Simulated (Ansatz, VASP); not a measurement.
# Ca2B in VASP and in Ansatz

File INCAR:

```
SYSTEM = Ca2B
ALGO = Normal
EDIFF = 1E-6
ENCUT = 520
GGA = PE
ISIF = 2
ISMEAR = -1
LASPH = .True.
LCHARG = .False.
LREAL = .False.
LWAVE = .False.
NBANDS = 18
NELM = 60
PREC = Accurate
SIGMA = 0.05
```

The input KPOINTS:

```
k-points
0
Gamma
  11 11 11
  0 0 0
```

POSCAR

```
Ca2B
1.0
    1.5798614626     -0.9121334407      6.1235396763
    0.0000000000      1.8242668814      6.1235396763
   -1.5798614626     -0.9121334407      6.1235396763
B Ca
1 2
Direct
    0.0000000000      0.0000000000      0.0000000000
    0.2432410048      0.2432410048      0.2432410048
    0.7567589952      0.7567589952      0.7567589952
```

Input for Ansatz:

```yaml
crystal:
  lattice:
    - [1.5798614626, -0.9121334407, 6.1235396763]
    - [0.0, 1.8242668814, 6.1235396763]
    - [-1.5798614626, -0.9121334407, 6.1235396763]
  atoms:
    - { symbol: B, position: [0.0, 0.0, 0.0] }
    - { symbol: Ca, position: [0.2432410048, 0.2432410048, 0.2432410048] }
    - { symbol: Ca, position: [0.7567589952, 0.7567589952, 0.7567589952] }
kpoints:
  mp_grid: { grid: [11, 11, 11] }
  band_path:
    path:
      - [0.0, 0.0, 0.0]
      - [0.5, 0.5, 0.5]
      - [0.8185415538, 0.1814584462, 0.5]
      - [0.5, -0.1814584462, 0.1814584462]
      - [0.5, 0.0, 0.0]
      - [0.0, 0.0, 0.0]
      - [0.3407292231, -0.3407292231, 0.0]
      - [0.6592707769, 0.0, 0.3407292231]
      - [0.5, 0.0, 0.5]
    npoints: 8
scf:
  occupations: { method: fermi_dirac, width: 0.05 }
hamiltonian:
  xc: pbe
  pseudopotentials: { kind: all_electron, lapw: { basis_error: 0.0005 } }
output:
  forces: true
  stress: true
  eigenvalues: true
  populations: true
```

Change from the starting cell: volume scaled by 0.6, LAPW.

Alike in both runs: task single point; functional PBE; k mesh 11 × 11 × 11; occupations fermi-dirac, width 0.05 eV; no spin polarisation.

|  | VASP | Ansatz |
| --- | --- | --- |
| version | VASP 6.6.1 | Ansatz 0.2.0 |
| potentials or method | VASP PAW PBE potentials, release 64 (B, Ca_sv), cutoff 520 eV | all-electron LAPW, scalar-relativistic |

Ansatz gave:

```
pressure (GPa)                                                : 25.7
traceless stress, the component that is largest in VASP (GPa) : 0.10
rms of the force components (eV/Å)                            : 0.000
```

**Question.** Which values does VASP return?

**Answer.** Pressure (GPa): 25.9; traceless stress, the component that is largest in VASP (GPa): 0.12; rms of the force components (eV/Å): 0.011.

Atom by atom the forces differ by 0.011 eV/Å (rms over components). Ansatz ran all-electron here, and VASP with PAW potentials.
